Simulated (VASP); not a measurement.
LiF, 4 atoms in the cell. The structure is hexagonal, space group P6_3mc (No. 186). The conventional cell has a = 3.144 Å, b = 3.144 Å, c = 4.606 Å, α = 90.00°, β = 90.00°, γ = 120.00°. Within 2.4 Å of Li (site symmetry 3m) lie 4 F at 1.81 to 1.88 Å. Within 2.4 Å of F (site symmetry 3m) lie 4 Li at 1.81 to 1.88 Å.  This cell differs from its parent crystal: volume 9.854 Å^3 an atom, c/a of the conventional cell 1.4652.

* Program: VASP 6.6.1
* Task: single point
* Functional: LDA
* Potentials or basis: VASP PAW LDA potentials, release 64 (Li_sv, F)
* Cutoff: 520 eV
* k mesh: 9 × 9 × 6
* Occupations: gaussian, width 0.05 eV
* Spin: no spin polarisation
* Dipole correction: no
* Further INCAR settings: ALGO = Normal; EDIFF = 1e-06; NBANDS = 18

Potentials or basis: VASP PAW LDA potentials, release 64 (Li_sv, F).

Command:

```sh
$ cat potpaw_LDA.64/Li_sv/POTCAR potpaw_LDA.64/F/POTCAR > POTCAR
$ mpirun -np 1 vasp_std > vasp.out
```

Hardware: 1 thread of Intel(R) Xeon(R) Platinum 8259CL CPU @ 2.50GHz (Skylake/Cascade Lake) (shared host).

**Question.** Estimate the wall time of this run.

**Answer.** Run time: 17 s on 1 thread of Intel(R) Xeon(R) Platinum 8259CL CPU @ 2.50GHz (Skylake/Cascade Lake) (shared host), peak memory 0.14 GiB. Counts: scf iterations 12, k points 48.
